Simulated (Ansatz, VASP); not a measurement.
## CdGe2Te4 in VASP and in Ansatz

File POSCAR:

```
CdGe2Te4
1.0
    0.0000000000      5.9821860000      0.0000000000
    5.9821860000      0.0000000000      0.0000000000
    2.9910930000      2.9910930000     -5.9778470000
Cd Ge Te
1 2 4
Direct
    0.0000000000      0.0000000000      0.0000000000
    0.5000000000      0.5000000000      0.0000000000
    0.7500000000      0.2500000000      0.5000000000
    0.3700000000      0.3900000000      0.7400000000
    0.6100000000      0.1100000000      0.2600000000
    0.8900000000      0.8700000000      0.7400000000
    0.1300000000      0.6300000000      0.2600000000
```

The input INCAR.step1:

```
ALGO = Normal ; EDIFF = 1E-4
ENCUT = 520 ; GGA = PE
ISMEAR = 0 ; LASPH = T
LCHARG = F ; LREAL = F
LWAVE = T ; NBANDS = 41
NELM = 80 ; PREC = Accurate
SIGMA = 0.2849
```

INCAR.step2

```
ALGO = Normal ; EDIFF = 1E-6
ENCUT = 520 ; ISIF = 2
ISMEAR = 0 ; ISTART = 1
LASPH = T ; LCHARG = T
LELF = T ; LMIXTAU = T
LREAL = F ; LVHAR = T
LWAVE = F ; METAGGA = R2SCAN
NBANDS = 41 ; NELM = 80
PREC = Accurate ; SIGMA = 0.2849
```

The input KPOINTS:

```
k-points
0
Gamma
  6 6 6
```

Input for Ansatz:

```yaml
crystal:
  lattice:
    - [0.0, 5.982186, 0.0]
    - [5.982186, 0.0, 0.0]
    - [2.991093, 2.991093, -5.977847]
  atoms:
    - { symbol: Cd, position: [0.0, 0.0, 0.0] }
    - { symbol: Ge, position: [0.5, 0.5, 0.0] }
    - { symbol: Ge, position: [0.75, 0.25, 0.5] }
    - { symbol: Te, position: [0.37, 0.39, 0.74] }
    - { symbol: Te, position: [0.61, 0.11, 0.26] }
    - { symbol: Te, position: [0.89, 0.87, 0.74] }
    - { symbol: Te, position: [0.13, 0.63, 0.26] }
  symmetry: { tolerance: 0.0003 }
kpoints:
  mp_grid: { grid: [6, 6, 6], shift: [0, 0, 0] }
  band_path:
    path:
      - [0.0, 0.0, 0.0]
      - [0.5, -0.5, 0.0]
      - [0.5, -0.5, 0.25]
      - [0.0, -0.5, 0.0]
      - [0.0, 0.0, 0.0]
      - [0.0, 0.0, 0.5]
      - [0.0, -0.37481847, 0.31259076]
      - [0.0, -0.62518153, -0.31259076]
      - [0.0, 0.0, 0.0]
      - [0.5, -0.5, 0.0]
      - [0.37481847, -0.62518153, -0.12518153]
    npoints: 6
magnetization:
  spin_polarized: false
scf:
  occupations: { method: gaussian, width: 0.2849 }
  lower_state_search: "off"
  max_iter: 200
hamiltonian:
  pseudopotentials: { kind: paw }
  xc: r2scan
basis:
  ecutwfc: 500
  fft_grid_basis: typed
output:
  forces: true
  stress: true
  eigenvalues: true
  bader: true
  populations: true
  elf: true
  write_potential: true
  volumetric_format: npy
  dos:
    e_range: [-12, 8]
    de: 0.05
    projected: { site_lists: { Cd: [Cd], Ge: [Ge], Te: [Te] } }
checkpoint:
  read: saved_state
```

Alike in both runs: task single point; functional r2SCAN; k mesh 6 × 6 × 6; occupations gaussian, width 0.2849 eV; no spin polarisation.

```csv
,VASP,Ansatz
version,VASP 6.6.1,Ansatz 0.2.0
potentials or method,"VASP PAW PBE potentials, release 64 (Cd, Ge_d, Te), cutoff 520 eV",PAW plane waves
valence electrons in the cell,64,112
```

Ansatz gave:

```
pressure (GPa)                                                : 8.7
traceless stress, the component that is largest in VASP (GPa) : 0.40
rms of the force components (eV/Å)                            : 0.657
```

Question: Estimate VASP's values.

Answer: Pressure (GPa): 8.8; traceless stress, the component that is largest in VASP (GPa): 0.41; rms of the force components (eV/Å): 0.667.

VASP's potentials were made for PBE, not for r2SCAN. Atom by atom the forces differ by 0.011 eV/Å (rms over components). With one functional, cell and mesh, what is left measures potentials, basis and numerics. VASP's potentials hold 64 valence electrons a cell and Ansatz's 112, so a difference there can come from the potentials and not from the codes.

Spin-orbit coupling is off throughout.
